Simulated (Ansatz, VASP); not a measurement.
# One calculation of RbYSi2, two programs

```
Rb Y Si
1.0
     3.87247    0.00000    0.00000
     0.00000    3.87247    0.00000
     0.00000    0.00000    7.57579
Rb Y Si
1 1 2
Cartesian
  0.0000 0.0000 3.7879
  0.0000 0.0000 0.0000
  1.9362 1.9362 6.4031
  1.9362 1.9362 1.1727
```

Alike in both runs: functional PBE; k mesh 4 × 4 × 4; occupations gaussian, width 0.1 eV; no spin polarisation.

Ansatz relaxed the structure, and its values are those at the end. VASP's run is a single point on that final structure, the one shown.

|  | VASP | Ansatz |
| --- | --- | --- |
| version | VASP 6.6.1 | Ansatz 0.2.0 |
| potentials or method | VASP PAW PBE potentials, release 64 (Rb_sv, Y_sv, Si), cutoff 520 eV | scalar-relativistic, plane waves, PAW |
| valence electrons in the cell | 28 | 28 |

```tsv
	VASP	Ansatz	Ansatz less VASP
gap on the k mesh at the Fermi level (eV)	none	none	-
pressure (GPa)	0.1	0.1	+0.01
```

A gap of «none» marks a metal or a gap that the smearing closes. The functional is the same, so the differences come from potentials, cutoffs and numerics.

The k mesh is coarse, so the values compare programs but aren't converged.
